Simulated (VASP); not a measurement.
# BaZn in VASP: a series of runs

Runs on BaZn. Level: LDA. Tasks: single point.

Everything below comes from runs of VASP 6.6.1. Logs are shortened: lines on timing, memory, paths and dates and some standing lists are left out, and cuts for length are marked.

**1. The cell of the first run**

It takes space group Pm-3m (No. 221, cubic). The conventional cell has a = 4.079 Å, b = 4.079 Å, c = 4.079 Å, α = 90.00°, β = 90.00°, γ = 90.00°. Within 4.6 Å of Ba (site symmetry m-3m) lie 8 Zn at 3.53 Å and 6 Ba at 4.08 Å. Zn (site symmetry m-3m) has 8 Ba at 3.53 Å and 6 Zn at 4.08 Å within 4.6 Å.

**2. Single point, LDA**

INCAR

```
PREC     = Accurate       # precision mode
ENCUT    = 520            # plane-wave cutoff, eV
EDIFF    = 1E-6           # SCF threshold, eV
ISMEAR   = 1              # smearing method
SIGMA    = 0.05           # smearing width, eV
LREAL    = F              # projectors in reciprocal space
LASPH    = T              # aspherical terms in the spheres
NELM     = 60             # most SCF steps
ALGO     = Normal         # electronic algorithm
ISIF     = 2              # what is computed and relaxed
LWAVE    = F              # write WAVECAR
LCHARG   = F              # write CHGCAR
NBANDS   = 18             # bands
```

KPOINTS

```
regular mesh
0
Gamma
  5 5 5
```

POSCAR

```
BaZn
1.0
    4.0785100000      0.0000000000      0.0000000000
    0.0000000000      4.0785100000      0.0000000000
    0.0000000000      0.0000000000      4.0785100000
Ba Zn
1 1
Direct
    0.0000000000      0.0000000000      0.0000000000
    0.5000000000      0.5000000000      0.5000000000
```

Potentials or basis: VASP PAW LDA potentials, release 64 (Ba_sv, Zn).

The run is started by

```sh
cat potpaw_LDA.64/Ba_sv/POTCAR potpaw_LDA.64/Zn/POTCAR > POTCAR
mpirun -np 1 vasp_std > vasp.out
```

OUTCAR:

```text
PREC = Accurate
   ENCUT = 520
   EDIFF = 1E-6
   ISMEAR = 1
   LREAL = F
   LASPH = T
   NELM = 60
   ISIF = 2

 ion  position               nearest neighbor table
   1  0.000  0.000  0.000-   2 3.53   2 3.53   2 3.53   2 3.53   2 3.53   2 3.53   2 3.53   2 3.53

   2  0.500  0.500  0.500-   1 3.53   1 3.53   1 3.53   1 3.53   1 3.53   1 3.53   1 3.53   1 3.53

  LATTYP: Found a simple cubic cell.
 ALAT       =     4.0785100000

  Lattice vectors:

 A1 = (   4.0785100000,   0.0000000000,   0.0000000000)
 A2 = (   0.0000000000,   4.0785100000,   0.0000000000)
 A3 = (   0.0000000000,   0.0000000000,   4.0785100000)

Analysis of symmetry for initial positions (statically):
=====================================================================
 Subroutine PRICEL returns:
 Original cell was already a primitive cell.

 Routine SETGRP: Setting up the symmetry group for a
 simple cubic supercell.

 Subroutine GETGRP returns: Found 48 space group operations
 (whereof 48 operations were pure point group operations)
 out of a pool of 48 trial point group operations.

The static configuration has the point symmetry O_h .

Analysis of symmetry for dynamics (positions and initial velocities):
=====================================================================
 Subroutine PRICEL returns:
 Original cell was already a primitive cell.

 Routine SETGRP: Setting up the symmetry group for a
 simple cubic supercell.

 Subroutine GETGRP returns: Found 48 space group operations
 (whereof 48 operations were pure point group operations)
 out of a pool of 48 trial point group operations.

The dynamic configuration has the point symmetry O_h .

 Subroutine INISYM returns: Found 48 space group operations
 (whereof 48 operations are pure point group operations),
 and found     1 'primitive' translations

----------------------------------------------------------------------------------------

                                     Primitive cell

  volume of cell :      67.8429

  direct lattice vectors                    reciprocal lattice vectors
     4.078510000  0.000000000  0.000000000     0.245187581  0.000000000  0.000000000
     0.000000000  4.078510000  0.000000000     0.000000000  0.245187581  0.000000000
     0.000000000  0.000000000  4.078510000     0.000000000  0.000000000  0.245187581

  length of vectors
     4.078510000  4.078510000  4.078510000     0.245187581  0.245187581  0.245187581

  position of ions in fractional coordinates (direct lattice)
     0.000000000  0.000000000  0.000000000
     0.500000000  0.500000000  0.500000000

  ion indices of the primitive-cell ions
   primitive index   ion index
                 1           1
                 2           2

----------------------------------------------------------------------------------------

 KPOINTS: regular mesh

Automatic generation of k-mesh.
 Grid dimensions read from file:
 generate k-points for:    5    5    5

 Generating k-lattice:

  Cartesian coordinates                     Fractional coordinates (reciprocal lattice)
     0.049037516  0.000000000  0.000000000     0.200000000  0.000000000  0.000000000
     0.000000000  0.049037516  0.000000000     0.000000000  0.200000000  0.000000000
     0.000000000  0.000000000  0.049037516     0.000000000  0.000000000  0.200000000

  Length of vectors
     0.049037516  0.049037516  0.049037516

  Shift w.r.t. Gamma in fractional coordinates (k-lattice)
     0.000000000  0.000000000  0.000000000

 Subroutine IBZKPT returns following result:
 ===========================================

 Found     10 irreducible k-points:

 Following reciprocal coordinates:
            Coordinates               Weight
  0.000000  0.000000  0.000000      1.000000
  0.200000  0.000000  0.000000      6.000000
  0.400000  0.000000  0.000000      6.000000
  0.200000  0.200000  0.000000     12.000000
  0.400000  0.200000  0.000000     24.000000
  0.400000  0.400000  0.000000     12.000000
  0.200000  0.200000  0.200000      8.000000
  0.400000  0.200000  0.200000     24.000000
  0.400000  0.400000  0.200000     24.000000
  0.400000  0.400000  0.400000      8.000000
   k-points           NKPTS =     10   k-points in BZ     NKDIM =     10   number of bands    NBANDS=     18
   number of dos      NEDOS =    301   number of ions     NIONS =      2
   total plane-waves  NPLWV =  27000
   dimension x,y,z NGX =    30 NGY =   30 NGZ =   30
   dimension x,y,z NGXF=    60 NGYF=   60 NGZF=   60
   ions per type =               1   1
   NGX,Y,Z   is equivalent  to a cutoff of  12.23, 12.23, 12.23 a.u.
   NGXF,Y,Z  is equivalent  to a cutoff of  24.46, 24.46, 24.46 a.u.
 SYSTEM =  unknown system
   PREC   = accura    normal or accurate (medium, high low for compatibility)
   ISTART =      0    job   : 0-new  1-cont  2-samecut
   ICHARG =      2    charge: 1-file 2-atom 10-const
   ISPIN  =      1    spin polarized calculation?
   LNONCOLLINEAR =      F non collinear calculations
   LSORBIT =      F    spin-orbit coupling
   LASPH  =      T    aspherical Exc in radial PAW
   ENCUT  =  520.0 eV  38.22 Ry    6.18 a.u.   7.58  7.58  7.58*2*pi/ulx,y,z
   NELM   =     60;   NELMIN=  2; NELMDL= -5     # of ELM steps
   EDIFF  = 0.1E-05   stopping-criterion for ELM
   LREAL  =      F    real-space projection
   EDIFFG = 0.1E-04   stopping-criterion for IOM
   NSW    =      0    number of steps for IOM
   IBRION =     -1    ionic relax: 0-MD 1-quasi-New 2-CG
   NFREE  =      0    steps in history (QN), initial steepest desc. (CG)
   ISIF   =      2    stress and relaxation
   ISYM   =      2    0-nonsym 1-usesym 2-fastsym
   POTIM  = 0.5000    time-step for ionic-motion
   TEBEG  =    0.0;   TEEND  =   0.0 temperature during run
   PSTRESS=    0.0 pullay stress
   NELECT =      22.0000    total number of electrons
   NUPDOWN=      -1.0000    fix difference up-down
   EMIN   =  10.00;   EMAX   =-10.00  energy-range for DOS
   EFERMI =   0.00;   METHOD = LEGACY
   ISMEAR =     1;   SIGMA  =   0.05  broadening in eV -4-tet -1-fermi 0-gaus
   EFERMI_NEDOS =   21; number of points for ismear=-14 and -15
   IALGO  =     38    algorithm
   IMIX   =      4    mixing-type and parameters
     AMIX     =   0.40;   BMIX     =  1.00
     AMIX_MAG =   1.60;   BMIX_MAG =  1.00
  volume/ion in A,a.u.               =      33.92       228.91
  Fermi-wavevector in a.u.,A,eV,Ry     =   1.124728  2.125428 17.211549  1.265013
  Thomas-Fermi vector in A             =   2.261401
   LORBIT       =      0    0 simple, 1 ext, 2 COOP (PROOUT), +10 PAW based schemes
   GGA     = CA    functional components
   LHFCALC =     F    Hartree Fock is set to
   AEXX    =    0.0000 exact exchange contribution
   IVDW    =     0    specifies the selected vdW correction
   LEPSILON=     F    determine dielectric tensor
   LRPA    =     F    only Hartree local field effects (RPA)
 non-spin polarized calculation
 Methfessel and Paxton  Order N= 1 SIGMA  =   0.05
  energy-cutoff  :      520.00
  volume of cell :       67.84
 maximum number of plane-waves:      1845
 NGX is ok and might be reduce to    30
   NGX = 15   NGY = 15   NGZ = 15

 number of electron      21.9999997 magnetization

 Free energy of the ion-electron system (eV)
  ---------------------------------------------------
  ext. energy  EPLUGINS =         0.00000000
  ---------------------------------------------------
  free energy    TOTEN  =        -4.28930010 eV

  energy without entropy =       -4.28765849  energy(sigma->0) =       -4.28875290

 E-fermi :   1.9220     XC(G=0):  -9.1424

 val. band max:        1.9035261192   @ k =   0.4000   0.4000   0.2000
 cond. band min:       2.1189941420   @ k =   0.2000   0.2000   0.0000
 fundamental gap:      0.2154680229
 Fermi energy:         1.9219825288

 k-point     1 :       0.0000    0.0000    0.0000
  band No.  band energies     occupation
      1     -26.3106      2.00000
      2     -11.2956      2.00000
      3     -11.2956      2.00000
      4     -11.2956      2.00000
      5      -5.1739      2.00000
      6      -5.1739      2.00000
[... 10 lines left out ...]
     17       6.8493      0.00000
     18       6.8493      0.00000

 k-point     2 :       0.2000    0.0000    0.0000
  band No.  band energies     occupation
      1     -26.2951      2.00000
      2     -11.5364      2.00000
      3     -11.2757      2.00000
      4     -11.2757      2.00000
      5      -5.1679      2.00000
      6      -5.1434      2.00000
[... 10 lines left out ...]
     17       8.1126      0.00000
     18       8.1126      0.00000

 k-point     3 :       0.4000    0.0000    0.0000
  band No.  band energies     occupation
      1     -26.2698      2.00000
      2     -11.8900      2.00000
      3     -11.2431      2.00000
      4     -11.2431      2.00000
      5      -5.1583      2.00000
      6      -5.1083      2.00000
[... 10 lines left out ...]
     17       8.1874      0.00000
     18       9.8226      0.00000

 k-point     4 :       0.2000    0.2000    0.0000
  band No.  band energies     occupation
      1     -26.2798      2.00000
      2     -11.5271      2.00000
      3     -11.4857      2.00000
      4     -11.2552      2.00000
      5      -5.1536      2.00000
      6      -5.1276      2.00000
[... 10 lines left out ...]
     17       6.9406      0.00000
     18       9.1617      0.00000

 k-point     5 :       0.4000    0.2000    0.0000
  band No.  band energies     occupation
      1     -26.2549      2.00000
      2     -11.8482      2.00000
      3     -11.4569      2.00000
      4     -11.2216      2.00000
      5      -5.1460      2.00000
      6      -5.1297      2.00000
[... 10 lines left out ...]
     17       7.7818      0.00000
     18       9.2923      0.00000

 k-point     6 :       0.4000    0.4000    0.0000
  band No.  band energies     occupation
      1     -26.2307      2.00000
      2     -11.7847      2.00000
      3     -11.7706      2.00000
      4     -11.1862      2.00000
      5      -5.1600      2.00000
      6      -5.1398      2.00000
[... 10 lines left out ...]
     17       7.6186      0.00000
     18       7.7387      0.00000

 k-point     7 :       0.2000    0.2000    0.2000
  band No.  band energies     occupation
      1     -26.2648      2.00000
      2     -11.5110      2.00000
      3     -11.4619      2.00000
      4     -11.4619      2.00000
      5      -5.1288      2.00000
      6      -5.1288      2.00000
[... 10 lines left out ...]
     17       8.2438      0.00000
     18       8.2438      0.00000

 k-point     8 :       0.4000    0.2000    0.2000
  band No.  band energies     occupation
      1     -26.2402      2.00000
      2     -11.8105      2.00000
      3     -11.4407      2.00000
      4     -11.4228      2.00000
      5      -5.1448      2.00000
      6      -5.1258      2.00000
[... 10 lines left out ...]
     17       8.0196      0.00000
     18       9.9251      0.00000

 k-point     9 :       0.4000    0.4000    0.2000
  band No.  band energies     occupation
      1     -26.2162      2.00000
      2     -11.7532      2.00000
      3     -11.7418      2.00000
      4     -11.3904      2.00000
      5      -5.1505      2.00000
      6      -5.1303      2.00000
[... 10 lines left out ...]
     17       8.3732      0.00000
     18       9.3699      0.00000

 k-point    10 :       0.4000    0.4000    0.4000
  band No.  band energies     occupation
      1     -26.1926      2.00000
      2     -11.7040      2.00000
      3     -11.6944      2.00000
      4     -11.6944      2.00000
      5      -5.1307      2.00000
      6      -5.1131      2.00000
[... 10 lines left out ...]
     17       9.6396      0.00000
     18       9.6396      0.00000

------------------------ aborting loop because EDIFF is reached ----------------------------------------

  FORCE on cell =-STRESS in cart. coord.  units (eV):
  Direction    XX          YY          ZZ          XY          YZ          ZX
  --------------------------------------------------------------------------------------
  -------------------------------------------------------------------------------------
  Total       -0.8792222     -0.8792222     -0.8792222     -0.0000000     -0.0000000      0.0000000
  in kB      -20.7636938    -20.7636938    -20.7636938     -0.0000000     -0.0000000      0.0000000
  external PRESSURE =     -20.7636938 kB  Pullay stress =       0.0000000 kB

 VOLUME and BASIS-vectors are now :
 -----------------------------------------------------------------------------
  energy-cutoff  :      520.00
  volume of cell :       67.84
      direct lattice vectors                 reciprocal lattice vectors
     4.078510000  0.000000000  0.000000000     0.245187581  0.000000000  0.000000000
     0.000000000  4.078510000  0.000000000     0.000000000  0.245187581  0.000000000
     0.000000000  0.000000000  4.078510000     0.000000000  0.000000000  0.245187581

 POSITION                                       TOTAL-FORCE (eV/Angst)
 -----------------------------------------------------------------------------------
      0.00000      0.00000      0.00000         0.000000      0.000000      0.000000
      2.03925      2.03925      2.03925         0.000000      0.000000      0.000000
 -----------------------------------------------------------------------------------
    total drift:                                0.000000      0.000000      0.000000

  FREE ENERGIE OF THE ION-ELECTRON SYSTEM (eV)
  ---------------------------------------------------
  free  energy   TOTEN  =        -4.2893001031 eV

  energy  without entropy=       -4.2876584892  energy(sigma->0) =       -4.28875290
```

It took 10 s on 1 thread of AMD EPYC 7R43 (Zen 3), shared host; peak memory 0.11 GiB.

Results:

```yaml
Free_energy: -4.2893 eV
Pressure: -2.1 GPa
Band_gap_on_the_k_mesh: zero (band 11 reaches 2.58 eV, above the bottom of band 12 at 1.01 eV)
```

Caveat: spin-orbit coupling is left out, which moves the levels of the heavy elements.

**3. Single point, LDA**

INCAR

```
  PREC = Accurate
  ENCUT = 520
  EDIFF = 1E-6
  ISMEAR = 1
  SIGMA = 0.05
  LREAL = F
  LASPH = T
  NELM = 60
  ALGO = Normal
  ISIF = 2
  LWAVE = F
  LCHARG = F
  NBANDS = 18
```

KPOINTS

```
Automatic mesh
0
Gamma
  5 5 5
```

POSCAR: that of step 2 with these lines changed.

```diff
@@ -9,2 +9,2 @@
     0.0000000000      0.0000000000      0.0000000000
-    0.5000000000      0.5000000000      0.5000000000
+    0.5000000000      0.5000000000      0.4754812419
```

Potentials or basis: VASP PAW LDA potentials, release 64 (Ba_sv, Zn).

The run is started by

```sh
cat potpaw_LDA.64/Ba_sv/POTCAR potpaw_LDA.64/Zn/POTCAR > POTCAR
mpirun -np 1 vasp_std > vasp.out
```

Run time: 22 s. Hardware: 1 thread of AMD EPYC 7R43 (Zen 3), shared host; peak memory 0.12 GiB.

Results (log left out):

| Item | Value |
| --- | --- |
| Free energy | -4.2834 eV |
| Pressure | -2.0 GPa |
| Largest force | 0.119 eV/Å |
| Band gap on the k mesh | zero (band 11 reaches 2.57 eV, above the bottom of band 12 at 1.02 eV) |

Forces in eV/Å, atoms in the order of the input:
```
Ba   0.000  0.000 -0.119
Zn   0.000  0.000  0.119
```

Levels at points of the mesh, in eV from the Fermi level:
```tsv
k point	band 7	band 8	band 9	band 10	band 11	band 12	band 13	band 14	band 15	band 16
(0.00, 0.00, 0.00)	-7.04	-7.04	-7.04	-5.35	0.48	0.49	3.83	3.83	3.87	4.93
```

Caveat: spin-orbit coupling is left out, which moves the levels of the heavy elements.

**4. Single point, LDA**

INCAR

```
SYSTEM = BaZn
PREC = Accurate ; ENCUT = 520
EDIFF = 1E-6 ; ISMEAR = 1
SIGMA = 0.05 ; LREAL = .False.
LASPH = .True. ; NELM = 80
ALGO = Normal ; ISIF = 2
LWAVE = .False. ; LCHARG = .True.
LELF = .True. ; LVHAR = .True.
NBANDS = 18
```

KPOINTS

```
regular mesh
0
Gamma
  5 5 5
  0 0 0
```

POSCAR: that of step 3 with these lines changed.

```diff
@@ -9,2 +9,2 @@
     0.0000000000      0.0000000000      0.0000000000
-    0.5000000000      0.5000000000      0.4754812419
+    0.5000000000      0.5000000000      0.4877406210
```

The run is started by

```sh
cat potpaw_LDA.64/Ba_sv/POTCAR potpaw_LDA.64/Zn/POTCAR > POTCAR
mpirun -np 1 vasp_std > vasp.out
```

Run time: 25 s. Hardware: 1 thread of AMD EPYC 7R43 (Zen 3), shared host; peak memory 0.12 GiB.

It converged, with:

* Free energy: -4.2878 eV
* Pressure: -2.1 GPa
* Largest force: 0.060 eV/Å
* Band gap on the k mesh: zero (band 11 reaches 2.58 eV, above the bottom of band 12 at 1.01 eV)

Forces in eV/Å, atoms in the order of the input:
```
Ba   0.000  0.000 -0.060
Zn   0.000  0.000  0.060
```

Levels at points of the mesh, in eV from the Fermi level:
| k point | band 7 | band 8 | band 9 | band 10 | band 11 | band 12 | band 13 | band 14 | band 15 | band 16 |
| --- | --- | --- | --- | --- | --- | --- | --- | --- | --- | --- |
| (0.00, 0.00, 0.00) | -7.03 | -7.03 | -7.03 | -5.35 | 0.49 | 0.49 | 3.83 | 3.83 | 3.85 | 4.93 |

Caveat: spin-orbit coupling is left out, which moves the levels of the heavy elements.
